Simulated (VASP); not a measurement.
# Fe (Im-3m) in VASP: a series of runs

Runs on Fe. Level: PBEsol. Tasks: single point, relaxation of cell and atoms.

All numbers are computed with VASP 6.6.1; they aren't measurements. Logs are shortened: lines on timing, memory, paths and dates and some standing lists are left out, and cuts for length are marked.

**1. The cell of the first run**

Symmetry: Im-3m, No. 229, cubic system. The conventional cell has a = 2.859 Å, b = 2.859 Å, c = 2.859 Å, α = 90.00°, β = 90.00°, γ = 90.00°. Within 3.3 Å of Fe (site symmetry m-3m) lie 14 Fe at 2.48 to 2.86 Å.

**2. Single point, PBEsol, collinear spin, ferromagnetic start**

INCAR reads:

```
PREC = Accurate
ENCUT = 600
EDIFF = 1E-6
ISMEAR = 0
SIGMA = 0.1
LREAL = F
LASPH = T
NELM = 200
ALGO = Normal
ISIF = 2
LWAVE = F
LCHARG = F
ISPIN = 2
MAGMOM = 3
LORBIT = 11
LMAXMIX = 4
GGA = PS
NBANDS = 14
GGA_COMPAT = F
```

KPOINTS reads:

```
regular mesh
0
Gamma
  8 8 8
```

POSCAR reads:

```
Fe
1.0
   -1.4295500000      1.4295500000      1.4295500000
    1.4295500000     -1.4295500000      1.4295500000
    1.4295500000      1.4295500000     -1.4295500000
Fe
1
Direct
    0.0000000000      0.0000000000      0.0000000000
```

Potentials or basis: VASP PAW PBE potentials, release 64 (Fe).

Launch:

```bash
cat potpaw_PBE.64/Fe/POTCAR > POTCAR
mpirun -np 1 vasp_std > vasp.out
```

OUTCAR:

```text
PREC = Accurate
   ENCUT = 600
   EDIFF = 1E-6
   ISMEAR = 0
   LREAL = F
   LASPH = T
   NELM = 200
   ISIF = 2
   ISPIN = 2
   LORBIT = 11
   GGA = PS

 ion  position               nearest neighbor table
   1  0.000  0.000  0.000-

  LATTYP: Found a body centered cubic cell.
 ALAT       =     2.8591000000

  Lattice vectors:

 A1 = (  -1.4295500000,   1.4295500000,   1.4295500000)
 A2 = (   1.4295500000,  -1.4295500000,   1.4295500000)
 A3 = (   1.4295500000,   1.4295500000,  -1.4295500000)

Analysis of symmetry for initial positions (statically):
=====================================================================
 Subroutine PRICEL returns:
 Original cell was already a primitive cell.

 Routine SETGRP: Setting up the symmetry group for a
 body centered cubic supercell.

 Subroutine GETGRP returns: Found 48 space group operations
 (whereof 48 operations were pure point group operations)
 out of a pool of 48 trial point group operations.

The static configuration has the point symmetry O_h .

Analysis of symmetry for dynamics (positions and initial velocities):
=====================================================================
 Subroutine PRICEL returns:
 Original cell was already a primitive cell.

 Routine SETGRP: Setting up the symmetry group for a
 body centered cubic supercell.

 Subroutine GETGRP returns: Found 48 space group operations
 (whereof 48 operations were pure point group operations)
 out of a pool of 48 trial point group operations.

The dynamic configuration has the point symmetry O_h .

Analysis of structural, dynamic, and magnetic symmetry:
=====================================================================
 Subroutine PRICEL returns:
 Original cell was already a primitive cell.

 Routine SETGRP: Setting up the symmetry group for a
 body centered cubic supercell.

 Subroutine GETGRP returns: Found 48 space group operations
 (whereof 48 operations were pure point group operations)
 out of a pool of 48 trial point group operations.

The overall configuration has the point symmetry O_h .

 Subroutine INISYM returns: Found 48 space group operations
 (whereof 48 operations are pure point group operations),
 and found     1 'primitive' translations

----------------------------------------------------------------------------------------

                                     Primitive cell

  volume of cell :      11.6858

  direct lattice vectors                    reciprocal lattice vectors
    -1.429550000  1.429550000  1.429550000     0.000000000  0.349760414  0.349760414
     1.429550000 -1.429550000  1.429550000     0.349760414  0.000000000  0.349760414
     1.429550000  1.429550000 -1.429550000     0.349760414  0.349760414  0.000000000

  length of vectors
     2.476053232  2.476053232  2.476053232     0.494635921  0.494635921  0.494635921

  position of ions in fractional coordinates (direct lattice)
     0.000000000  0.000000000  0.000000000

  ion indices of the primitive-cell ions
   primitive index   ion index
                 1           1

----------------------------------------------------------------------------------------

 KPOINTS: regular mesh

Automatic generation of k-mesh.
 Grid dimensions read from file:
 generate k-points for:    8    8    8

 Generating k-lattice:

  Cartesian coordinates                     Fractional coordinates (reciprocal lattice)
     0.000000000  0.043720052  0.043720052     0.125000000  0.000000000  0.000000000
     0.043720052  0.000000000  0.043720052     0.000000000  0.125000000  0.000000000
     0.043720052  0.043720052  0.000000000     0.000000000  0.000000000  0.125000000

  Length of vectors
     0.061829490  0.061829490  0.061829490

  Shift w.r.t. Gamma in fractional coordinates (k-lattice)
     0.000000000  0.000000000  0.000000000

 Subroutine IBZKPT returns following result:
 ===========================================

 Found     29 irreducible k-points:

 Following reciprocal coordinates:
            Coordinates               Weight
  0.000000  0.000000  0.000000      1.000000
  0.125000  0.000000  0.000000     12.000000
  0.250000  0.000000  0.000000     12.000000
  0.375000  0.000000  0.000000     12.000000
  0.500000  0.000000  0.000000      6.000000
  0.125000  0.125000  0.000000     24.000000
[... 16 lines left out ...]
 -0.250000  0.250000  0.250000      6.000000
 -0.375000  0.375000  0.250000     24.000000
 [... further k-points ...]
   k-points           NKPTS =     29   k-points in BZ     NKDIM =     29   number of bands    NBANDS=     14
   number of dos      NEDOS =    301   number of ions     NIONS =      1
   total plane-waves  NPLWV =   8000
   dimension x,y,z NGX =    20 NGY =   20 NGZ =   20
   dimension x,y,z NGXF=    40 NGYF=   40 NGZF=   40
   ions per type =               1
   NGX,Y,Z   is equivalent  to a cutoff of  13.43, 13.43, 13.43 a.u.
   NGXF,Y,Z  is equivalent  to a cutoff of  26.86, 26.86, 26.86 a.u.
 SYSTEM =  unknown system
   PREC   = accura    normal or accurate (medium, high low for compatibility)
   ISTART =      0    job   : 0-new  1-cont  2-samecut
   ICHARG =      2    charge: 1-file 2-atom 10-const
   ISPIN  =      2    spin polarized calculation?
   LNONCOLLINEAR =      F non collinear calculations
   LSORBIT =      F    spin-orbit coupling
   LASPH  =      T    aspherical Exc in radial PAW
   ENCUT  =  600.0 eV  44.10 Ry    6.64 a.u.   4.95  4.95  4.95*2*pi/ulx,y,z
   NELM   =    200;   NELMIN=  2; NELMDL= -5     # of ELM steps
   EDIFF  = 0.1E-05   stopping-criterion for ELM
   LREAL  =      F    real-space projection
   EDIFFG = 0.1E-04   stopping-criterion for IOM
   NSW    =      0    number of steps for IOM
   IBRION =     -1    ionic relax: 0-MD 1-quasi-New 2-CG
   NFREE  =      0    steps in history (QN), initial steepest desc. (CG)
   ISIF   =      2    stress and relaxation
   ISYM   =      2    0-nonsym 1-usesym 2-fastsym
   POTIM  = 0.5000    time-step for ionic-motion
   TEBEG  =    0.0;   TEEND  =   0.0 temperature during run
   PSTRESS=    0.0 pullay stress
   NELECT =       8.0000    total number of electrons
   NUPDOWN=      -1.0000    fix difference up-down
   EMIN   =  10.00;   EMAX   =-10.00  energy-range for DOS
   EFERMI =   0.00;   METHOD = LEGACY
   ISMEAR =     0;   SIGMA  =   0.10  broadening in eV -4-tet -1-fermi 0-gaus
   EFERMI_NEDOS =   21; number of points for ismear=-14 and -15
   IALGO  =     38    algorithm
   IMIX   =      4    mixing-type and parameters
     AMIX     =   0.40;   BMIX     =  1.00
     AMIX_MAG =   1.60;   BMIX_MAG =  1.00
  volume/ion in A,a.u.               =      11.69        78.86
  Fermi-wavevector in a.u.,A,eV,Ry     =   1.442842  2.726576 28.324519  2.081793
  Thomas-Fermi vector in A             =   2.561317
   LORBIT       =     11    0 simple, 1 ext, 2 COOP (PROOUT), +10 PAW based schemes
   GGA     = PS    functional components
   LHFCALC =     F    Hartree Fock is set to
   AEXX    =    0.0000 exact exchange contribution
   IVDW    =     0    specifies the selected vdW correction
   LEPSILON=     F    determine dielectric tensor
   LRPA    =     F    only Hartree local field effects (RPA)
 spin polarized calculation
 Gauss-broadening in eV      SIGMA  =   0.10
  energy-cutoff  :      600.00
  volume of cell :       11.69
 maximum number of plane-waves:       402
   NGX =  9   NGY =  9   NGZ =  9

 number of electron       7.9999999 magnetization       2.3505377

 Free energy of the ion-electron system (eV)
  ---------------------------------------------------
  ext. energy  EPLUGINS =         0.00000000
  ---------------------------------------------------
  free energy    TOTEN  =        -8.87015076 eV

  energy without entropy =       -8.86646031  energy(sigma->0) =       -8.86830553

 E-fermi :   5.3668     XC(G=0): -13.1129

 val. band max:        5.3507146338   @ k =   0.1250   0.1250   0.1250
 cond. band min:       5.3941310457   @ k =   0.5000   0.5000   0.5000
 fundamental gap:      0.0434164120
 Fermi energy:         5.3667922892

 spin component 1

 k-point     1 :       0.0000    0.0000    0.0000
  band No.  band energies     occupation
      1      -2.9711      1.00000
      2       3.0647      1.00000
      3       3.0647      1.00000
      4       3.0647      1.00000
      5       4.3227      1.00000
      6       4.3227      1.00000
      7      30.0411      0.00000
      8      30.0411      0.00000
      9      30.0411      0.00000
     10      34.9758      0.00000
     11      34.9758      0.00000
     12      37.0489      0.00000
     13      37.0489      0.00000
     14      37.0489      0.00000
[... 375 lines left out ...]
 k-point    24 :      -0.3750    0.3750    0.2500
  band No.  band energies     occupation
      1       1.3438      1.00000
      2       1.8602      1.00000
      3       3.5096      1.00000
      4       3.9298      1.00000
      5       5.0350      1.00000
      6       7.5756      0.00000
      7      16.8380      0.00000
      8      19.7126      0.00000
      9      22.4709      0.00000
     10      25.8517      0.00000
     11      35.3147      0.00000
     12      37.2893      0.00000
     13      40.1623      0.00000
     14      44.8999      0.00000

 [... further k-points ...]

 spin component 2

 k-point     1 :       0.0000    0.0000    0.0000
  band No.  band energies     occupation
      1      -2.7143      1.00000
      2       5.1997      0.99093
      3       5.1998      0.99092
      4       5.1998      0.99092
      5       7.0532      0.00000
      6       7.0533      0.00000
      7      29.9185      0.00000
      8      29.9185      0.00000
      9      29.9185      0.00000
     10      35.2319      0.00000
     11      35.2319      0.00000
     12      37.8584      0.00000
     13      37.8584      0.00000
     14      37.8584      0.00000
[... 375 lines left out ...]
 k-point    24 :      -0.3750    0.3750    0.2500
  band No.  band energies     occupation
      1       2.6416      1.00000
      2       3.8323      1.00000
      3       5.5813      0.00121
      4       6.0974      0.00000
      5       7.4020      0.00000
      6       9.1958      0.00000
      7      17.7542      0.00000
      8      20.4250      0.00000
      9      23.1899      0.00000
     10      26.4104      0.00000
     11      36.0844      0.00000
     12      37.8383      0.00000
     13      40.7009      0.00000
     14      45.3960      0.00000

 [... further k-points ...]

------------------------ aborting loop because EDIFF is reached ----------------------------------------

  FORCE on cell =-STRESS in cart. coord.  units (eV):
  Direction    XX          YY          ZZ          XY          YZ          ZX
  --------------------------------------------------------------------------------------
  -------------------------------------------------------------------------------------
  Total       -0.8311152     -0.8311152     -0.8311152      0.0000000      0.0000000      0.0000000
  in kB     -113.9498503   -113.9498503   -113.9498503      0.0000000      0.0000000      0.0000000
  external PRESSURE =    -113.9498503 kB  Pullay stress =       0.0000000 kB

 VOLUME and BASIS-vectors are now :
 -----------------------------------------------------------------------------
  energy-cutoff  :      600.00
  volume of cell :       11.69
      direct lattice vectors                 reciprocal lattice vectors
    -1.429550000  1.429550000  1.429550000     0.000000000  0.349760414  0.349760414
     1.429550000 -1.429550000  1.429550000     0.349760414  0.000000000  0.349760414
     1.429550000  1.429550000 -1.429550000     0.349760414  0.349760414  0.000000000

 POSITION                                       TOTAL-FORCE (eV/Angst)
 -----------------------------------------------------------------------------------
      0.00000      0.00000      0.00000         0.000000     -0.000000      0.000000
 -----------------------------------------------------------------------------------
    total drift:                                0.000000     -0.000000      0.000000

  FREE ENERGIE OF THE ION-ELECTRON SYSTEM (eV)
  ---------------------------------------------------
  free  energy   TOTEN  =        -8.8701507557 eV

  energy  without entropy=       -8.8664603082  energy(sigma->0) =       -8.86830553

 total charge

# of ion       s       p       d       tot
------------------------------------------
    1        0.477   0.522   6.216   7.215

 magnetization (x)

# of ion       s       p       d       tot
------------------------------------------
    1       -0.015  -0.057   2.418   2.347
```

Wall time 16 s (1 thread of Intel Xeon 8259CL, shared host); peak memory 0.14 GiB.

Results:

| Quantity | Value |
| --- | --- |
| Free energy | -8.8702 eV |
| Pressure | -11.4 GPa |
| Net moment | 2.35 μB per cell |
| Site moments | Fe +2.35 μB |
| Valence electrons inside the program's atomic spheres | Fe 7.21 |

Levels at points of the mesh, in eV from the Fermi level:
Spin up:
```csv
k point,band 3,band 4,band 5,band 6,band 7,band 8
"(0.00, 0.00, 0.00)",-2.30,-2.30,-1.04,-1.04,24.67,24.67
"(0.50, 0.00, 0.00)",-1.01,-0.87,0.29,0.46,7.06,18.07
"(0.50, 0.50, 0.50)",0.03,0.03,0.03,9.65,9.65,9.65
```
Spin down:
| k point | band 1 | band 2 | band 3 | band 4 | band 5 | band 6 |
| --- | --- | --- | --- | --- | --- | --- |
| (0.00, 0.00, 0.00) | -8.08 | -0.17 | -0.17 | -0.17 | 1.69 | 1.69 |
| (0.50, 0.00, 0.00) | -3.42 | -1.42 | 0.66 | 1.59 | 1.94 | 2.75 |
| (0.50, 0.50, 0.50) | -2.84 | -2.84 | 2.46 | 2.46 | 2.46 | 10.03 |

Caveat: the k points lie up to 0.39 Å⁻¹ apart; the PAW data sets were made with another functional, which shifts forces and pressure a little.

**3. Single point, PBEsol, collinear spin, ferromagnetic start**

This run uses another cell than the first one, of 10.84 Å³/atom.

INCAR reads:

```
SYSTEM = Fe
  PREC = Accurate
  ENCUT = 600
  EDIFF = 1E-6
  ISMEAR = 0
  SIGMA = 0.1
  LREAL = .False.
  LASPH = .True.
  NELM = 200
  ALGO = Normal
  ISIF = 2
  LWAVE = .False.
  LCHARG = .False.
  ISPIN = 2
  MAGMOM = 2.63
  LORBIT = 11
  LMAXMIX = 4
  GGA = PS
  NBANDS = 14
  GGA_COMPAT = .False.
```

KPOINTS reads:

```
Automatic mesh
0
Gamma
  10 10 10
  0 0 0
```

POSCAR reads:

```
Fe
1.0
   -1.3943627198      1.3943627198      1.3943627198
    1.3943627198     -1.3943627198      1.3943627198
    1.3943627198      1.3943627198     -1.3943627198
Fe
1
Direct
    0.0000000000      0.0000000000      0.0000000000
```

Potentials or basis: VASP PAW PBE potentials, release 64 (Fe).

Launch:

```bash
cat potpaw_PBE.64/Fe/POTCAR > POTCAR
mpirun -np 1 vasp_std > vasp.out
```

Run time: 20 s. Hardware: 1 thread of Intel Xeon 8259CL, shared host; peak memory 0.14 GiB.

Results (log left out):

```
Free energy                                           : -8.9277 eV
Pressure                                              : -0.2 GPa
Net moment                                            : 2.13 μB per cell
Site moments                                          : Fe +2.11 μB
Valence electrons inside the program's atomic spheres : Fe 7.37
```

Levels at points of the mesh, in eV from the Fermi level:
Spin up:
```
           k point  band 2  band 3  band 4  band 5  band 6  band 7  band 8  band 9
(0.00, 0.00, 0.00)   -2.48   -2.48   -2.48   -1.11   -1.11   25.32   25.32   25.32
(0.50, 0.00, 0.00)   -3.66   -1.06   -0.90    0.36    0.42    7.68   18.62   20.81
(0.50, 0.50, 0.50)   -5.20    0.13    0.13    0.13   10.11   10.11   10.11   16.04
```
Spin down:
| k point | band 1 | band 2 | band 3 | band 4 | band 5 | band 6 | band 7 | band 8 |
| --- | --- | --- | --- | --- | --- | --- | --- | --- |
| (0.00, 0.00, 0.00) | -8.61 | -0.61 | -0.61 | -0.61 | 1.47 | 1.47 | 25.23 | 25.23 |
| (0.50, 0.00, 0.00) | -4.02 | -1.97 | 0.57 | 1.35 | 1.75 | 2.60 | 9.05 | 18.76 |
| (0.50, 0.50, 0.50) | -3.48 | -3.48 | 2.28 | 2.28 | 2.28 | 10.46 | 10.46 | 10.46 |

Caveat: the PAW data sets were made with another functional, which shifts forces and pressure a little.

(Part 1 of 3 ends here.)
